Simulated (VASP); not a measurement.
# InSb (Pmmn) in VASP: notebook

Runs on InSb. Level: PBE. Tasks: single point.

Program: VASP 6.6.1. These are calculated values, not measurements. Logs are shortened: lines on timing, memory, paths and dates and some standing lists are left out, and cuts for length are marked.

## Step 1: The cell of the first run

The structure is orthorhombic, space group Pmmn (No. 59). The conventional cell has a = 5.285 Å, b = 5.635 Å, c = 3.022 Å, α = 90.00°, β = 90.00°, γ = 90.00°. Within 3.5 Å of In (site symmetry mm2) lie 4 Sb at 2.69 to 2.86 Å and 2 In at 3.02 Å. Sb (site symmetry mm2) has 4 In at 2.69 to 2.86 Å and 2 Sb at 3.02 Å within 3.5 Å.

## Step 2: Single point, PBE (22.49 Å³/atom)

The input, INCAR:

```
PREC = Accurate
ENCUT = 520
EDIFF = 1E-6
ISMEAR = -1
SIGMA = 0.08
LREAL = False
LASPH = True
NELM = 80
ALGO = Normal
ISIF = 2
LWAVE = False
LCHARG = False
GGA = PE
NBANDS = 26
```

The input, KPOINTS:

```
Automatic mesh
0
Gamma
  6 6 11
```

The input, POSCAR:

```
InSb
1.0
    5.2845992329      0.0000000000      0.0000000000
    0.0000000000      5.6348013474      0.0000000000
    0.0000000000      0.0000000000      3.0216030335
In Sb
2 2
Direct
    0.0000000000      0.0000000000      0.0000000000
    0.5000000000      0.5000000000      0.0000000000
    0.5000000000      0.0000000000      0.8350000000
    0.0000000000      0.5000000000      0.1650000000
```

Potentials or basis: VASP PAW PBE potentials, release 64 (In_d, Sb).

Started as:

```sh
cat potpaw_PBE.64/In_d/POTCAR potpaw_PBE.64/Sb/POTCAR > POTCAR
mpirun -np 1 vasp_std > vasp.out
```

OUTCAR:

```text
PREC = Accurate
   ENCUT = 520
   EDIFF = 1E-6
   ISMEAR = -1
   LREAL = False
   LASPH = True
   NELM = 80
   ISIF = 2
   GGA = PE

 ion  position               nearest neighbor table
   1  0.000  0.000  0.000-   3 2.69   3 2.69   4 2.86   4 2.86   3 3.65   3 3.65   4 3.78   4 3.78
                             2 3.86   2 3.86   2 3.86   2 3.86
   2  0.500  0.500  0.000-   4 2.69   4 2.69   3 2.86   3 2.86   4 3.65   4 3.65   3 3.78   3 3.78
                             1 3.86   1 3.86   1 3.86   1 3.86
   3  0.500  0.000  0.835-   1 2.69   1 2.69   2 2.86   2 2.86   1 3.65   1 3.65   2 3.78   2 3.78

   4  0.000  0.500  0.165-   2 2.69   2 2.69   1 2.86   1 2.86   2 3.65   2 3.65   1 3.78   1 3.78

  LATTYP: Found a simple orthorhombic cell.
 ALAT       =     3.0216030335
 B/A-ratio  =     1.7489389487
 C/A-ratio  =     1.8648383937

  Lattice vectors:

 A1 = (   0.0000000000,   0.0000000000,   3.0216030335)
 A2 = (   5.2845992329,   0.0000000000,   0.0000000000)
 A3 = (   0.0000000000,   5.6348013474,   0.0000000000)

Analysis of symmetry for initial positions (statically):
=====================================================================
 Subroutine PRICEL returns:
 Original cell was already a primitive cell.

 Routine SETGRP: Setting up the symmetry group for a
 simple orthorhombic supercell.

 Subroutine GETGRP returns: Found  8 space group operations
 (whereof  4 operations were pure point group operations)
 out of a pool of  8 trial point group operations.

The static configuration has the point symmetry C_2v.
 The point group associated with its full space group is D_2h.

Analysis of symmetry for dynamics (positions and initial velocities):
=====================================================================
 Subroutine PRICEL returns:
 Original cell was already a primitive cell.

 Routine SETGRP: Setting up the symmetry group for a
 simple orthorhombic supercell.

 Subroutine GETGRP returns: Found  8 space group operations
 (whereof  4 operations were pure point group operations)
 out of a pool of  8 trial point group operations.

The dynamic configuration has the point symmetry C_2v.
 The point group associated with its full space group is D_2h.

 Subroutine INISYM returns: Found  8 space group operations
 (whereof  4 operations are pure point group operations),
 and found     1 'primitive' translations

----------------------------------------------------------------------------------------

                                     Primitive cell

  volume of cell :      89.9763

  direct lattice vectors                    reciprocal lattice vectors
     5.284599233  0.000000000  0.000000000     0.189229108  0.000000000  0.000000000
     0.000000000  5.634801347  0.000000000     0.000000000  0.177468546  0.000000000
     0.000000000  0.000000000  3.021603033     0.000000000  0.000000000  0.330950158

  length of vectors
     5.284599233  5.634801347  3.021603033     0.189229108  0.177468546  0.330950158

  position of ions in fractional coordinates (direct lattice)
     0.000000000  0.000000000  0.000000000
     0.500000000  0.500000000  0.000000000
     0.500000000  0.000000000  0.835000000
     0.000000000  0.500000000  0.165000000

  ion indices of the primitive-cell ions
   primitive index   ion index
                 1           1
                 2           2
                 3           3
                 4           4

----------------------------------------------------------------------------------------

 KPOINTS: Automatic mesh

Automatic generation of k-mesh.
 Grid dimensions read from file:
 generate k-points for:    6    6   11

 Generating k-lattice:

  Cartesian coordinates                     Fractional coordinates (reciprocal lattice)
     0.031538185  0.000000000  0.000000000     0.166666667  0.000000000  0.000000000
     0.000000000  0.029578091  0.000000000     0.000000000  0.166666667  0.000000000
     0.000000000  0.000000000  0.030086378     0.000000000  0.000000000  0.090909091

  Length of vectors
     0.031538185  0.029578091  0.030086378

  Shift w.r.t. Gamma in fractional coordinates (k-lattice)
     0.000000000  0.000000000  0.000000000

 Subroutine IBZKPT returns following result:
 ===========================================

 Found     96 irreducible k-points:

 Following reciprocal coordinates:
            Coordinates               Weight
  0.000000  0.000000  0.000000      1.000000
  0.166667  0.000000  0.000000      2.000000
  0.333333  0.000000  0.000000      2.000000
  0.500000  0.000000  0.000000      1.000000
  0.000000  0.166667  0.000000      2.000000
  0.166667  0.166667  0.000000      4.000000
[... 16 lines left out ...]
  0.333333  0.166667  0.090909      8.000000
  0.500000  0.166667  0.090909      4.000000
 [... further k-points ...]
   k-points           NKPTS =     96   k-points in BZ     NKDIM =     96   number of bands    NBANDS=     26
   number of dos      NEDOS =    301   number of ions     NIONS =      4
   total plane-waves  NPLWV =  40320
   dimension x,y,z NGX =    40 NGY =   42 NGZ =   24
   dimension x,y,z NGXF=    80 NGYF=   84 NGZF=   48
   ions per type =               2   2
   NGX,Y,Z   is equivalent  to a cutoff of  12.58, 12.39, 13.20 a.u.
   NGXF,Y,Z  is equivalent  to a cutoff of  25.17, 24.78, 26.41 a.u.
 SYSTEM =  unknown system
   PREC   = accura    normal or accurate (medium, high low for compatibility)
   ISTART =      0    job   : 0-new  1-cont  2-samecut
   ICHARG =      2    charge: 1-file 2-atom 10-const
   ISPIN  =      1    spin polarized calculation?
   LNONCOLLINEAR =      F non collinear calculations
   LSORBIT =      F    spin-orbit coupling
   LASPH  =      T    aspherical Exc in radial PAW
   ENCUT  =  520.0 eV  38.22 Ry    6.18 a.u.   9.83 10.48  5.62*2*pi/ulx,y,z
   NELM   =     80;   NELMIN=  2; NELMDL= -5     # of ELM steps
   EDIFF  = 0.1E-05   stopping-criterion for ELM
   LREAL  =      F    real-space projection
   EDIFFG = 0.1E-04   stopping-criterion for IOM
   NSW    =      0    number of steps for IOM
   IBRION =     -1    ionic relax: 0-MD 1-quasi-New 2-CG
   NFREE  =      0    steps in history (QN), initial steepest desc. (CG)
   ISIF   =      2    stress and relaxation
   ISYM   =      2    0-nonsym 1-usesym 2-fastsym
   POTIM  = 0.5000    time-step for ionic-motion
   TEBEG  =    0.0;   TEEND  =   0.0 temperature during run
   PSTRESS=    0.0 pullay stress
   NELECT =      36.0000    total number of electrons
   NUPDOWN=      -1.0000    fix difference up-down
   EMIN   =  10.00;   EMAX   =-10.00  energy-range for DOS
   EFERMI =   0.00;   METHOD = LEGACY
   ISMEAR =    -1;   SIGMA  =   0.08  broadening in eV -4-tet -1-fermi 0-gaus
   EFERMI_NEDOS =   21; number of points for ismear=-14 and -15
   IALGO  =     38    algorithm
   IMIX   =      4    mixing-type and parameters
     AMIX     =   0.40;   BMIX     =  1.00
     AMIX_MAG =   1.60;   BMIX_MAG =  1.00
  volume/ion in A,a.u.               =      22.49       151.80
  Fermi-wavevector in a.u.,A,eV,Ry     =   1.206330  2.279634 19.799651  1.455233
  Thomas-Fermi vector in A             =   2.342001
   LORBIT       =      0    0 simple, 1 ext, 2 COOP (PROOUT), +10 PAW based schemes
   GGA     = PE    functional components
   LHFCALC =     F    Hartree Fock is set to
   AEXX    =    0.0000 exact exchange contribution
   IVDW    =     0    specifies the selected vdW correction
   LEPSILON=     F    determine dielectric tensor
   LRPA    =     F    only Hartree local field effects (RPA)
 non-spin polarized calculation
  energy-cutoff  :      520.00
  volume of cell :       89.98
 maximum number of plane-waves:      2448
 NGX is ok and might be reduce to    40
   NGX = 19   NGY = 21   NGZ = 11

 number of electron      36.0000014 magnetization

 Free energy of the ion-electron system (eV)
  ---------------------------------------------------
  ext. energy  EPLUGINS =         0.00000000
  ---------------------------------------------------
  free energy    TOTEN  =       -11.66034097 eV

  energy without entropy =      -11.63076037  energy(sigma->0) =      -11.64555067

 E-fermi :  10.1682     XC(G=0): -10.9106

 val. band max:       10.1507473891   @ k =   0.1667   0.3333   0.4545
 cond. band min:      10.1893232750   @ k =   0.1667   0.5000   0.4545
 fundamental gap:      0.0385758859
 Fermi energy:        10.1682160343

 k-point     1 :       0.0000    0.0000    0.0000
  band No.  band energies     occupation
      1      -5.3243      2.00000
      2      -5.2867      2.00000
      3      -5.1349      2.00000
      4      -4.9187      2.00000
      5      -4.8942      2.00000
      6      -4.7357      2.00000
[... 18 lines left out ...]
     25      19.4230      0.00000
     26      19.7586      0.00000

 k-point     2 :       0.1667    0.0000    0.0000
  band No.  band energies     occupation
      1      -5.2866      2.00000
      2      -5.2686      2.00000
      3      -5.1384      2.00000
      4      -4.9101      2.00000
      5      -4.9057      2.00000
      6      -4.7521      2.00000
[... 18 lines left out ...]
     25      19.4007      0.00000
     26      19.8126      0.00000

 k-point     3 :       0.3333    0.0000    0.0000
  band No.  band energies     occupation
      1      -5.2294      2.00000
      2      -5.2005      2.00000
      3      -5.1378      2.00000
      4      -4.9533      2.00000
      5      -4.8842      2.00000
      6      -4.7935      2.00000
[... 572 lines left out ...]
 k-point    23 :       0.3333    0.1667    0.0909
  band No.  band energies     occupation
      1      -5.1825      2.00000
      2      -5.1678      2.00000
      3      -5.0928      2.00000
      4      -4.9524      2.00000
      5      -4.8746      2.00000
      6      -4.7976      2.00000
[... 18 lines left out ...]
     25      17.2795      0.00000
     26      18.0049      0.00000

 k-point    24 :       0.5000    0.1667    0.0909
  band No.  band energies     occupation
      1      -5.1498      2.00000
      2      -5.1498      2.00000
      3      -5.0287      2.00000
      4      -5.0287      2.00000
      5      -4.8395      2.00000
      6      -4.8395      2.00000
[... 18 lines left out ...]
     25      17.4793      0.00000
     26      17.4793      0.00000

 [... further k-points ...]

------------------------ aborting loop because EDIFF is reached ----------------------------------------

  FORCE on cell =-STRESS in cart. coord.  units (eV):
  Direction    XX          YY          ZZ          XY          YZ          ZX
  --------------------------------------------------------------------------------------
  -------------------------------------------------------------------------------------
  Total       20.9003220     11.0133374      7.2665743      0.0000000      0.0000000      0.0000000
  in kB      372.1649629    196.1107726    129.3934295      0.0000000      0.0000000      0.0000000
  external PRESSURE =     232.5563883 kB  Pullay stress =       0.0000000 kB

 VOLUME and BASIS-vectors are now :
 -----------------------------------------------------------------------------
  energy-cutoff  :      520.00
  volume of cell :       89.98
      direct lattice vectors                 reciprocal lattice vectors
     5.284599233  0.000000000  0.000000000     0.189229108  0.000000000  0.000000000
     0.000000000  5.634801347  0.000000000     0.000000000  0.177468546  0.000000000
     0.000000000  0.000000000  3.021603033     0.000000000  0.000000000  0.330950158

 POSITION                                       TOTAL-FORCE (eV/Angst)
 -----------------------------------------------------------------------------------
      0.00000      0.00000      0.00000         0.000000      0.000000      0.305029
      2.64230      2.81740      0.00000         0.000000      0.000000     -0.305029
      2.64230      0.00000      2.52304         0.000000      0.000000     -0.880989
      0.00000      2.81740      0.49856         0.000000      0.000000      0.880989
 -----------------------------------------------------------------------------------
    total drift:                               -0.000000      0.000000     -0.000000

  FREE ENERGIE OF THE ION-ELECTRON SYSTEM (eV)
  ---------------------------------------------------
  free  energy   TOTEN  =       -11.6603409695 eV

  energy  without entropy=      -11.6307603663  energy(sigma->0) =      -11.64555067
```

Run time: 2.4 min. Hardware: 1 thread of Intel Xeon 8259CL, shared host; peak memory 0.33 GiB.

What came out:

| Property | Result |
| --- | --- |
| Free energy | -11.6603 eV |
| Pressure | 23.3 GPa |
| Largest force | 0.881 eV/Å |
| Band gap on the k mesh | zero (bands 18 and 19 overlap by 3.56 eV) |

Forces in eV/Å, atoms in the order of the input:
```
In   0.000  0.000  0.305
In   0.000  0.000 -0.305
Sb   0.000  0.000 -0.881
Sb   0.000  0.000  0.881
```

Caveat: the cell stands under pressure; spin-orbit coupling is left out, which moves the levels of the heavy elements.

## Step 3: Single point, PBE (zz strain of -3 %)

The input, INCAR:

```
SYSTEM = InSb
PREC = Accurate
ENCUT = 520
EDIFF = 1E-6
ISMEAR = -1
SIGMA = 0.08
LREAL = .FALSE.
LASPH = .TRUE.
NELM = 100
ALGO = Normal
ISIF = 2
LWAVE = .FALSE.
LCHARG = .TRUE.
GGA = PE
LELF = .TRUE.
LVHAR = .TRUE.
NBANDS = 26
```

The input, KPOINTS:

```
Automatic mesh
0
G
  6 6 11
  0 0 0
```

The input, POSCAR:

```
InSb
1.0
    5.3570000000      0.0000000000      0.0000000000
    0.0000000000      5.7120000000      0.0000000000
    0.0000000000      0.0000000000      2.9711100000
In Sb
2 2
Direct
    0.0000000000      0.0000000000      0.0000000000
    0.5000000000      0.5000000000      0.0000000000
    0.5000000000      0.0000000000      0.8350000000
    0.0000000000      0.5000000000      0.1650000000
```

Potentials or basis: VASP PAW PBE potentials, release 64 (In_d, Sb).

Started as:

```sh
cat potpaw_PBE.64/In_d/POTCAR potpaw_PBE.64/Sb/POTCAR > POTCAR
mpirun -np 1 vasp_std > vasp.out
```

It took 2.8 min on 1 thread of Intel Xeon 8259CL, shared host; peak memory 0.34 GiB.

It converged, with:

- Free energy: -11.9348 eV
- Pressure: 21.2 GPa
- Largest force: 0.687 eV/Å
- Band gap on the k mesh: zero (bands 18 and 19 overlap by 3.16 eV)

Forces in eV/Å, atoms in the order of the input:
```
In   0.000  0.000  0.243
In   0.000  0.000 -0.243
Sb   0.000  0.000 -0.687
Sb   0.000  0.000  0.687
```

Stress tensor (GPa, compression positive):
```
32.09  0.00  0.00
 0.00 16.57  0.00
 0.00  0.00 14.87
```

Levels at points of the mesh, in eV from the Fermi level:
```csv
k point,band 16,band 17,band 18,band 19,band 20,band 21
"(0.00, 0.00, 0.00)",-3.22,-2.91,-2.47,2.85,5.00,5.02
"(0.50, 0.00, 0.00)",-4.71,0.77,0.77,4.20,4.20,5.25
"(0.00, 0.50, 0.00)",-4.90,-0.61,-0.61,3.66,3.66,5.19
"(0.50, 0.50, 0.00)",-0.66,1.07,1.07,2.19,2.19,2.52
```

Caveat: the cell differs from its parent crystal (zz strain of -3 %); the cell stands under pressure; spin-orbit coupling is left out, which moves the levels of the heavy elements.

(Part 1 of 2 ends here.)
